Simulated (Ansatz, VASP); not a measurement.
C in VASP and in Ansatz

Contents of INCAR:

```
ALGO = Normal ; EDIFF = 1E-7
EDIFFG = -0.002 ; ENCUT = 520
GGA = PS ; GGA_COMPAT = F
IBRION = 2 ; ISIF = 2
ISMEAR = 0 ; LASPH = T
LCHARG = F ; LREAL = F
LWAVE = F ; NELM = 120
NELMIN = 4 ; NSW = 60
PREC = Accurate ; SIGMA = 0.02
```

The input KPOINTS:

```
k-points
0
Gamma
  9 9 9
```

The input POSCAR:

```
C
1.0
    0.0198319818      1.7700120619      1.7700120619
    1.7700120619      0.0198319818      1.7700120619
    1.7700120619      1.7700120619      0.0198319818
C
2
Direct
    0.0001916485      0.0001916485      0.0001916485
    0.2498083515      0.2498083515      0.2498083515
```

Input for Ansatz:

```yaml
crystal:
  lattice:
    - [0.0198319818, 1.7700120619, 1.7700120619]
    - [1.7700120619, 0.0198319818, 1.7700120619]
    - [1.7700120619, 1.7700120619, 0.0198319818]
  atoms:
    - { symbol: C, position: [0.0001916485, 0.0001916485, 0.0001916485] }
    - { symbol: C, position: [0.2498083515, 0.2498083515, 0.2498083515] }
basis:
  ecutwfc: 420
kpoints:
  mp_grid: { grid: [9, 9, 9] }
hamiltonian:
  xc: pbesol
  pseudopotentials: { kind: paw, azcp: { folder: soft_1 } }
scf:
  occupations: { method: gaussian, width: 0.02 }
output:
  forces: true
  stress: true
  eigenvalues: true
  write_density: true
  write_potential: true
  elf: true
  volumetric_format: npy
relax:
  adjacent_minimum: "off"
  f_tol: 0.002
  max_steps: 40
```

Change from the starting cell: strained cell.

Alike in both runs: task relaxation of the atoms; functional PBEsol; k mesh 9 × 9 × 9; occupations gaussian, width 0.02 eV; no spin polarisation.

|  | VASP | Ansatz |
| --- | --- | --- |
| version | VASP 6.6.1 | Ansatz 0.2.0 |
| potentials or method | VASP PAW PBE potentials, release 64 (C), cutoff 520 eV | scalar-relativistic, plane waves, PAW |
| valence electrons in the cell | 8 | 8 |

|  | VASP | Ansatz | Ansatz less VASP |
| --- | --- | --- | --- |
| gap on the k mesh at the Fermi level, each at its own relaxed structure (eV) | 4.09 | 4.10 | +0.007 |

VASP's potentials were made for PBE, not for PBEsol, and Ansatz warns of the same on its side. Ansatz's warnings: stress scf threshold loose.
